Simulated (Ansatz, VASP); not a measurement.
# WC: VASP beside Ansatz

INCAR

```
SYSTEM = WC
ALGO     = Normal         ! electronic algorithm
EDIFF    = 1E-6           ! SCF threshold, eV
ENCUT    = 520            ! plane-wave cutoff, eV
GGA      = PE             ! functional
ISIF     = 2              ! what is computed and relaxed
ISMEAR   = 0              ! smearing method
LASPH    = .TRUE.         ! aspherical terms in the spheres
LCHARG   = .FALSE.        ! write CHGCAR
LREAL    = .FALSE.        ! projectors in reciprocal space
LWAVE    = .FALSE.        ! write WAVECAR
NBANDS   = 16             ! bands
NELM     = 80             ! most SCF steps
PREC     = Accurate       ! precision mode
SIGMA    = 0.15           ! smearing width, eV
```

File KPOINTS:

```
k-points
0
G
  24 24 24
  0 0 0
```

The input POSCAR:

```
WC
1.0
    0.0000000000      2.2885613463      2.1900108577
    2.1900108577      0.0000000000      2.1900108577
    2.1900108577      2.2885613463      0.0000000000
W C
1 1
Direct
    0.0000000000      0.0000000000      0.0000000000
    0.5000000000      0.5000000000      0.5000000000
```

Input for Ansatz:

```yaml
crystal:
  lattice:
    - [0.0, 2.2885613463, 2.1900108577]
    - [2.1900108577, 0.0, 2.1900108577]
    - [2.1900108577, 2.2885613463, 0.0]
  atoms:
    - { symbol: W, position: [0.0, 0.0, 0.0] }
    - { symbol: C, position: [0.5, 0.5, 0.5] }
basis:
  ecutwfc: 420
kpoints:
  mp_grid: { grid: [24, 24, 24] }
hamiltonian:
  xc: pbe
scf:
  occupations: { method: gaussian, width: 0.15 }
output:
  forces: true
  stress: true
  eigenvalues: true
```

Change from the starting cell: strain +0.0450 x Voigt [0, 1, 0, 0, 0, 0], atoms carried along.

Alike in both runs: task single point; functional PBE; k mesh 24 × 24 × 24; occupations gaussian, width 0.15 eV; no spin polarisation.

|  | VASP | Ansatz |
| --- | --- | --- |
| version | VASP 6.6.1 | Ansatz 0.2.0 |
| potentials or method | VASP PAW PBE potentials, release 64 (W_sv, C), cutoff 520 eV | scalar-relativistic, plane waves, PAW |
| valence electrons in the cell | 18 | 18 |

Ansatz gave:

* gap on the k mesh at the Fermi level (eV): none
* pressure (GPa): -13.2
* traceless stress, the component that is largest in VASP (GPa): -11.59

**Question.** What did VASP give for the same quantities?

**Answer.** gap on the k mesh at the Fermi level (eV): none; pressure (GPa): -12.5; traceless stress, the component that is largest in VASP (GPa): -11.66.

A gap of «none» marks a metal or a gap that the smearing closes. With one functional, cell and mesh, what is left measures potentials, basis and numerics.

Neither program's run includes spin-orbit coupling.
